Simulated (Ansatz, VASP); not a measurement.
**Sc in VASP and in Ansatz**

```xyz
8
Lattice="3.2938 0.0000 0.0000 -1.6469 2.8525 0.0000 0.0000 0.0000 20.9685" Properties=species:S:1:pos:R:3 pbc="T T T"
Sc    0.0000    0.0000    0.0269
Sc    0.0000    1.9017    2.6366
Sc    0.0000    0.0000    5.2522
Sc    1.6469    0.9508    7.8852
Sc    0.0000    0.0000   10.4622
Sc    1.6469    0.9508   13.0952
Sc    0.0000    1.9017   15.7108
Sc    1.6469    0.9508   18.3205
```

Alike in both runs: functional PBE; k mesh 15 × 15 × 2; occupations gaussian, width 0.1 eV; no spin polarisation.

Ansatz relaxed the structure, and its values are those at the end. VASP's run is a single point on that final structure, the one shown.

|  | VASP | Ansatz |
| --- | --- | --- |
| version | VASP 6.6.1 | Ansatz 0.2.0 |
| potentials or method | VASP PAW PBE potentials, release 64 (Sc_sv), cutoff 520 eV | scalar-relativistic, plane waves, PAW |
| valence electrons in the cell | 88 | 88 |

Ansatz gave:

- gap on the k mesh at the Fermi level (eV): none
- pressure (GPa): 0.0
- rms of the force components (eV/Å): 0.002

Question: Estimate VASP's values.

Answer: gap on the k mesh at the Fermi level (eV): none; pressure (GPa): 0.0; rms of the force components (eV/Å): 0.003.

A gap of «none» marks a metal or a gap that the smearing closes.
